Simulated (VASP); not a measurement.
A run of VASP 6.6.1:

Contents of INCAR:

```
SYSTEM = TaN
ALGO = Normal
EDIFF = 1E-8
ENCUT = 520
GGA = PE
ISIF = 2
ISMEAR = -1
LASPH = .TRUE.
LCHARG = .FALSE.
LEFG = .TRUE.
LREAL = .FALSE.
LWAVE = .FALSE.
NBANDS = 24
NELM = 100
PREC = Accurate
SIGMA = 0.01
```

The input KPOINTS:

```
k-points
0
G
  9 9 5
  0 0 0
```

The input POSCAR:

```
TaN
1.0
    3.0480019786      0.0000000000      0.0000000000
   -1.5240009893      2.6396471442      0.0000000000
    0.0000000000      0.0000000000      4.9180000000
Ta N
2 2
Direct
    0.0000000000      0.0000000000      0.0000000000
    0.0000000000      0.0000000000      0.5000000000
    0.3333333333      0.6666666667      0.2500000000
    0.6666666667      0.3333333333      0.7500000000
```

Potentials or basis: VASP PAW PBE potentials, release 64 (Ta_pv, N).

Launch:

```console
$ cat potpaw_PBE.64/Ta_pv/POTCAR potpaw_PBE.64/N/POTCAR > POTCAR
$ mpirun -np 1 vasp_std > vasp.out
```

Hardware: 1 thread of AMD EPYC 7R13 Processor (Zen 3), with other jobs on the host.

Estimate the wall time of this run.

Run time: 38 s on 1 thread of AMD EPYC 7R13 Processor (Zen 3), with other jobs on the host, peak memory 0.15 GiB. Counts: scf iterations 17, k points 36.
